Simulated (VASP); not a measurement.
# Ti2Te3Pt (P6/mmm) in VASP: further runs

Ti2Te3Pt is run at these levels: PBE; tasks: single point.

All numbers are computed with VASP 6.6.1; they aren't measurements. Logs are shortened: lines on timing, memory, paths and dates and some standing lists are left out, and cuts for length are marked.

## 1. The cell of the first run

It takes space group P6/mmm (No. 191, hexagonal). The conventional cell has a = 6.554 Å, b = 6.554 Å, c = 3.851 Å, α = 90.00°, β = 90.00°, γ = 120.00°. Within 3.6 Å of Ti (site symmetry -6m2) lie 6 Te at 2.70 Å. Within 3.6 Å of Te (site symmetry mmm) lie 4 Ti at 2.70 Å and 4 Te at 3.28 Å. Pt (site symmetry 6/mmm) has 6 Ti at 3.78 Å and 12 Te at 3.80 Å and 2 Pt at 3.85 Å within 5.0 Å.

## 2. Single point, PBE

INCAR reads:

```
SYSTEM = Ti2Te3Pt
  PREC = Accurate
  ENCUT = 520
  EDIFF = 1E-6
  ISMEAR = 0
  SIGMA = 0.1
  LREAL = .FALSE.
  LASPH = .TRUE.
  NELM = 100
  ALGO = Normal
  ISIF = 2
  LWAVE = .FALSE.
  LCHARG = .TRUE.
  GGA = PE
  LELF = .TRUE.
  LVHAR = .TRUE.
  NBANDS = 35
```

KPOINTS reads:

```
Automatic mesh
0
G
  3 3 4
  0 0 0
```

POSCAR reads:

```
Ti2Te3Pt
1.0
    6.5536084900      0.0000000000      0.0000000000
   -3.2768042500      5.6755914400      0.0000000000
    0.0000000000      0.0000000000      3.8506261000
Ti Te Pt
2 3 1
Direct
    0.3333333300      0.6666666700      0.0000000000
    0.6666666700      0.3333333300      0.0000000000
    0.5000000000      0.0000000000      0.5000000000
    0.5000000000      0.5000000000      0.5000000000
    0.0000000000      0.5000000000      0.5000000000
    0.0000000000      0.0000000000      0.0000000000
```

Potentials or basis: VASP PAW PBE potentials, release 64 (Ti_sv, Te, Pt).

The run is started by

```console
cat potpaw_PBE.64/Ti_sv/POTCAR potpaw_PBE.64/Te/POTCAR potpaw_PBE.64/Pt/POTCAR > POTCAR
mpirun -np 1 vasp_std > vasp.out
```

OUTCAR:

```text
SYSTEM = Ti2Te3Pt
   PREC = Accurate
   ENCUT = 520
   EDIFF = 1E-6
   ISMEAR = 0
   LREAL = .FALSE.
   LASPH = .TRUE.
   NELM = 100
   ISIF = 2
   GGA = PE

 ion  position               nearest neighbor table
   1  0.333  0.667  0.000-   5 2.70   5 2.70   3 2.70   3 2.70   4 2.70   4 2.70
   2  0.667  0.333  0.000-   5 2.70   5 2.70   3 2.70   3 2.70   4 2.70   4 2.70
   3  0.500  0.000  0.500-   1 2.70   2 2.70   1 2.70   2 2.70   5 3.28   5 3.28   4 3.28   4 3.28

   4  0.500  0.500  0.500-   1 2.70   2 2.70   1 2.70   2 2.70   5 3.28   5 3.28   3 3.28   3 3.28

   5  0.000  0.500  0.500-   1 2.70   2 2.70   1 2.70   2 2.70   3 3.28   3 3.28   4 3.28   4 3.28

   6  0.000  0.000  0.000-

  LATTYP: Found a hexagonal cell.
 ALAT       =     6.5536084900
 C/A-ratio  =     0.5875581530

  Lattice vectors:

 A1 = (   6.5536084900,   0.0000000000,   0.0000000000)
 A2 = (  -3.2768042500,   5.6755914400,   0.0000000000)
 A3 = (   0.0000000000,   0.0000000000,   3.8506261000)

Analysis of symmetry for initial positions (statically):
=====================================================================
 Subroutine PRICEL returns:
 Original cell was already a primitive cell.

 Routine SETGRP: Setting up the symmetry group for a
 hexagonal supercell.

 Subroutine GETGRP returns: Found 24 space group operations
 (whereof 24 operations were pure point group operations)
 out of a pool of 24 trial point group operations.

The static configuration has the point symmetry D_6h.

Analysis of symmetry for dynamics (positions and initial velocities):
=====================================================================
 Subroutine PRICEL returns:
 Original cell was already a primitive cell.

 Routine SETGRP: Setting up the symmetry group for a
 hexagonal supercell.

 Subroutine GETGRP returns: Found 24 space group operations
 (whereof 24 operations were pure point group operations)
 out of a pool of 24 trial point group operations.

The dynamic configuration has the point symmetry D_6h.

 Subroutine INISYM returns: Found 24 space group operations
 (whereof 24 operations are pure point group operations),
 and found     1 'primitive' translations

----------------------------------------------------------------------------------------

                                     Primitive cell

  volume of cell :     143.2264

  direct lattice vectors                    reciprocal lattice vectors
     6.553608490  0.000000000  0.000000000     0.152587693  0.088096546  0.000000000
    -3.276804250  5.675591440  0.000000000     0.000000000  0.176193091  0.000000000
     0.000000000  0.000000000  3.850626100     0.000000000  0.000000000  0.259698027

  length of vectors
     6.553608490  6.553608494  3.850626100     0.176193091  0.176193091  0.259698027

  position of ions in fractional coordinates (direct lattice)
     0.333333330  0.666666670  0.000000000
     0.666666670  0.333333330  0.000000000
     0.500000000  0.000000000  0.500000000
     0.500000000  0.500000000  0.500000000
     0.000000000  0.500000000  0.500000000
     0.000000000  0.000000000  0.000000000

  ion indices of the primitive-cell ions
   primitive index   ion index
                 1           1
                 2           2
                 3           3
                 4           4
                 5           5
                 6           6

----------------------------------------------------------------------------------------

 KPOINTS: Automatic mesh

Automatic generation of k-mesh.
 Grid dimensions read from file:
 generate k-points for:    3    3    4

 Generating k-lattice:

  Cartesian coordinates                     Fractional coordinates (reciprocal lattice)
     0.050862564  0.029365515  0.000000000     0.333333333  0.000000000  0.000000000
     0.000000000  0.058731030  0.000000000     0.000000000  0.333333333  0.000000000
     0.000000000  0.000000000  0.064924507     0.000000000  0.000000000  0.250000000

  Length of vectors
     0.058731030  0.058731030  0.064924507

  Shift w.r.t. Gamma in fractional coordinates (k-lattice)
     0.000000000  0.000000000  0.000000000

 Subroutine IBZKPT returns following result:
 ===========================================

 Found      9 irreducible k-points:

 Following reciprocal coordinates:
            Coordinates               Weight
  0.000000  0.000000  0.000000      1.000000
  0.333333  0.000000  0.000000      6.000000
  0.333333  0.333333  0.000000      2.000000
  0.000000  0.000000  0.250000      2.000000
  0.333333  0.000000  0.250000     12.000000
  0.333333  0.333333  0.250000      4.000000
  0.000000  0.000000  0.500000      1.000000
  0.333333  0.000000  0.500000      6.000000
  0.333333  0.333333  0.500000      2.000000
   k-points           NKPTS =      9   k-points in BZ     NKDIM =      9   number of bands    NBANDS=     35
   number of dos      NEDOS =    301   number of ions     NIONS =      6
   total plane-waves  NPLWV =  75000
   dimension x,y,z NGX =    50 NGY =   50 NGZ =   30
   dimension x,y,z NGXF=   100 NGYF=  100 NGZF=   60
   ions per type =               2   3   1
   NGX,Y,Z   is equivalent  to a cutoff of  12.68, 12.68, 12.95 a.u.
   NGXF,Y,Z  is equivalent  to a cutoff of  25.37, 25.37, 25.90 a.u.
 SYSTEM =  Ti2Te3Pt
   PREC   = accura    normal or accurate (medium, high low for compatibility)
   ISTART =      0    job   : 0-new  1-cont  2-samecut
   ICHARG =      2    charge: 1-file 2-atom 10-const
   ISPIN  =      1    spin polarized calculation?
   LNONCOLLINEAR =      F non collinear calculations
   LSORBIT =      F    spin-orbit coupling
   LASPH  =      T    aspherical Exc in radial PAW
   ENCUT  =  520.0 eV  38.22 Ry    6.18 a.u.  12.19 12.19  7.16*2*pi/ulx,y,z
   NELM   =    100;   NELMIN=  2; NELMDL= -5     # of ELM steps
   EDIFF  = 0.1E-05   stopping-criterion for ELM
   LREAL  =      F    real-space projection
   EDIFFG = 0.1E-04   stopping-criterion for IOM
   NSW    =      0    number of steps for IOM
   IBRION =     -1    ionic relax: 0-MD 1-quasi-New 2-CG
   NFREE  =      0    steps in history (QN), initial steepest desc. (CG)
   ISIF   =      2    stress and relaxation
   ISYM   =      2    0-nonsym 1-usesym 2-fastsym
   POTIM  = 0.5000    time-step for ionic-motion
   TEBEG  =    0.0;   TEEND  =   0.0 temperature during run
   PSTRESS=    0.0 pullay stress
   NELECT =      52.0000    total number of electrons
   NUPDOWN=      -1.0000    fix difference up-down
   EMIN   =  10.00;   EMAX   =-10.00  energy-range for DOS
   EFERMI =   0.00;   METHOD = LEGACY
   ISMEAR =     0;   SIGMA  =   0.10  broadening in eV -4-tet -1-fermi 0-gaus
   EFERMI_NEDOS =   21; number of points for ismear=-14 and -15
   IALGO  =     38    algorithm
   IMIX   =      4    mixing-type and parameters
     AMIX     =   0.40;   BMIX     =  1.00
     AMIX_MAG =   1.60;   BMIX_MAG =  1.00
  volume/ion in A,a.u.               =      23.87       161.09
  Fermi-wavevector in a.u.,A,eV,Ry     =   1.167889  2.206990 18.557871  1.363965
  Thomas-Fermi vector in A             =   2.304383
   LORBIT       =      0    0 simple, 1 ext, 2 COOP (PROOUT), +10 PAW based schemes
   GGA     = PE    functional components
   LHFCALC =     F    Hartree Fock is set to
   AEXX    =    0.0000 exact exchange contribution
   IVDW    =     0    specifies the selected vdW correction
   LEPSILON=     F    determine dielectric tensor
   LRPA    =     F    only Hartree local field effects (RPA)
 non-spin polarized calculation
 Gauss-broadening in eV      SIGMA  =   0.10
  energy-cutoff  :      520.00
  volume of cell :      143.23
 maximum number of plane-waves:      3879
 NGX is ok and might be reduce to    50
   NGX = 25   NGY = 25   NGZ = 15

 number of electron      52.0000002 magnetization

 Free energy of the ion-electron system (eV)
  ---------------------------------------------------
  ext. energy  EPLUGINS =         0.00000000
  ---------------------------------------------------
  free energy    TOTEN  =       -28.97041344 eV

  energy without entropy =      -28.92693990  energy(sigma->0) =      -28.94867667

 E-fermi :   7.8859     XC(G=0): -10.3982

 val. band max:        7.8714912478   @ k =   0.3333   0.0000   0.0000
 cond. band min:       7.9350565984   @ k =   0.3333   0.3333   0.0000
 fundamental gap:      0.0635653506
 Fermi energy:         7.8859464207

 k-point     1 :       0.0000    0.0000    0.0000
  band No.  band energies     occupation
      1     -49.6756      2.00000
      2     -49.6735      2.00000
      3     -26.0393      2.00000
      4     -26.0246      2.00000
      5     -25.9875      2.00000
      6     -25.9875      2.00000
[... 27 lines left out ...]
     34      10.3768      0.00000
     35      11.6948      0.00000

 k-point     2 :       0.3333    0.0000    0.0000
  band No.  band energies     occupation
      1     -49.6752      2.00000
      2     -49.6739      2.00000
      3     -26.0362      2.00000
      4     -26.0277      2.00000
      5     -25.9885      2.00000
      6     -25.9834      2.00000
[... 27 lines left out ...]
     34      10.0101      0.00000
     35      10.2036      0.00000

 k-point     3 :       0.3333    0.3333    0.0000
  band No.  band energies     occupation
      1     -49.6746      2.00000
      2     -49.6746      2.00000
      3     -26.0320      2.00000
      4     -26.0320      2.00000
      5     -25.9895      2.00000
      6     -25.9763      2.00000
[... 27 lines left out ...]
     34       9.3912      0.00000
     35       9.4248      0.00000
[... 153 lines left out ...]
 k-point     8 :       0.3333    0.0000    0.5000
  band No.  band energies     occupation
      1     -49.6737      2.00000
      2     -49.6719      2.00000
      3     -26.0725      2.00000
      4     -26.0671      2.00000
      5     -25.9837      2.00000
      6     -25.9781      2.00000
[... 27 lines left out ...]
     34       9.4636      0.00000
     35      10.3513      0.00000

 k-point     9 :       0.3333    0.3333    0.5000
  band No.  band energies     occupation
      1     -49.6728      2.00000
      2     -49.6728      2.00000
      3     -26.0698      2.00000
      4     -26.0698      2.00000
      5     -25.9844      2.00000
      6     -25.9703      2.00000
[... 27 lines left out ...]
     34       9.8999      0.00000
     35      10.1646      0.00000

------------------------ aborting loop because EDIFF is reached ----------------------------------------

  FORCE on cell =-STRESS in cart. coord.  units (eV):
  Direction    XX          YY          ZZ          XY          YZ          ZX
  --------------------------------------------------------------------------------------
  -------------------------------------------------------------------------------------
  Total        3.4618555      3.4618555      3.9353534     -0.0000000      0.0000000      0.0000000
  in kB       38.7254565     38.7254566     44.0221601     -0.0000000      0.0000000      0.0000000
  external PRESSURE =      40.4910244 kB  Pullay stress =       0.0000000 kB

 VOLUME and BASIS-vectors are now :
 -----------------------------------------------------------------------------
  energy-cutoff  :      520.00
  volume of cell :      143.23
      direct lattice vectors                 reciprocal lattice vectors
     6.553608490  0.000000000  0.000000000     0.152587693  0.088096546  0.000000000
    -3.276804250  5.675591440  0.000000000     0.000000000  0.176193091  0.000000000
     0.000000000  0.000000000  3.850626100     0.000000000  0.000000000  0.259698027

 POSITION                                       TOTAL-FORCE (eV/Angst)
 -----------------------------------------------------------------------------------
     -0.00000      3.78373      0.00000        -0.000000     -0.000000      0.000000
      3.27680      1.89186      0.00000         0.000000     -0.000000     -0.000000
      3.27680      0.00000      1.92531         0.000000      0.000000      0.000000
      1.63840      2.83780      1.92531         0.000000      0.000000      0.000000
     -1.63840      2.83780      1.92531         0.000000      0.000000      0.000000
      0.00000      0.00000      0.00000         0.000000      0.000000      0.000000
 -----------------------------------------------------------------------------------
    total drift:                               -0.000000      0.000000     -0.000000

  FREE ENERGIE OF THE ION-ELECTRON SYSTEM (eV)
  ---------------------------------------------------
  free  energy   TOTEN  =       -28.9704134411 eV

  energy  without entropy=      -28.9269398956  energy(sigma->0) =      -28.94867667
```

Run time: 43 s. Hardware: 1 thread of AMD EPYC 9R45 (Zen 5), shared host; peak memory 0.24 GiB.

What came out:

```
Free energy            : -28.9704 eV
Pressure               : 4.0 GPa
Band gap on the k mesh : zero (band 26 reaches 8.07 eV, above the bottom of band 27 at 7.77 eV)
```

Stress tensor (GPa, compression positive):
```
3.87 0.00 0.00
0.00 3.87 0.00
0.00 0.00 4.40
```

Caveat: the k points lie up to 0.41 Å⁻¹ apart; spin-orbit coupling is left out, which moves the levels of the heavy elements.

[end of part 1 of 2]
